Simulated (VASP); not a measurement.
Write the native input for VASP 6.6.1 that does the following.

```
Task                   : single point
Functional             : PBEsol
Potentials or basis    : VASP PAW PBE potentials, release 64 (Ti_sv, Al)
Cutoff                 : 520 eV
k mesh                 : 12 × 12 × 12
Occupations            : gaussian, width 0.15 eV
Spin                   : collinear spin, ferromagnetic start
Starting moments       : [0.6, 0.6, 0.6, 0.0] μB
Fixed moment           : 1.8 μB
Dipole correction      : no
Further INCAR settings : ALGO = Normal; EDIFF = 1e-07; NBANDS = 32
```

The structure of Ti3Al lies in POSCAR:

```
Ti3Al
1.0
    0.0000000000      3.3792274415      3.3792274415
    3.3792274415      0.0000000000      3.3792274415
    3.3792274415      3.3792274415      0.0000000000
Ti Al
3 1
Direct
    0.7500000000      0.7500000000      0.7500000000
    0.2500000000      0.2500000000      0.2500000000
    0.0000000000      0.0000000000      0.0000000000
    0.5000000000      0.5000000000      0.5000000000
```

These files were run (other wordings do the same):

INCAR

```
PREC     = Accurate       # precision mode
ENCUT    = 520            # plane-wave cutoff, eV
EDIFF    = 1E-7           # SCF threshold, eV
ISMEAR   = 0              # smearing method
SIGMA    = 0.15           # smearing width, eV
LREAL    = F              # projectors in reciprocal space
LASPH    = T              # aspherical terms in the spheres
NELM     = 150            # most SCF steps
ALGO     = Normal         # electronic algorithm
ISIF     = 2              # what is computed and relaxed
LWAVE    = F              # write WAVECAR
LCHARG   = F              # write CHGCAR
ISPIN    = 2              # spin polarisation
MAGMOM   = 0.6 0.6 0.6 0  # initial moments
LORBIT   = 11             # projections on sites
NUPDOWN  = 1.8            # fixed moment
LMAXMIX  = 4              # l up to which the mixer works
GGA      = PS             # functional
NBANDS   = 32             # bands
```

KPOINTS

```
Automatic mesh
0
Gamma
  12 12 12
```

Potentials or basis: VASP PAW PBE potentials, release 64 (Ti_sv, Al).

Launch:

```bash
$ cat potpaw_PBE.64/Ti_sv/POTCAR potpaw_PBE.64/Al/POTCAR > POTCAR
$ mpirun -np 1 vasp_std > vasp.out
```

It gave:

- Pressure: -14.6 GPa
- Net moment: 1.80 μB per cell
- Site moments: Ti +0.19, +0.97; Al -0.02 μB
- Valence electrons inside the program's atomic spheres: Ti 10.12, 10.19; Al 0.76

Caveat: the PAW data sets were made with another functional, which shifts forces and pressure a little; the total moment is fixed, so each spin has its own Fermi level.

It took 8.6 min on 1 thread of Intel Xeon 8259CL, with other jobs on the host, peak memory 0.41 GiB.
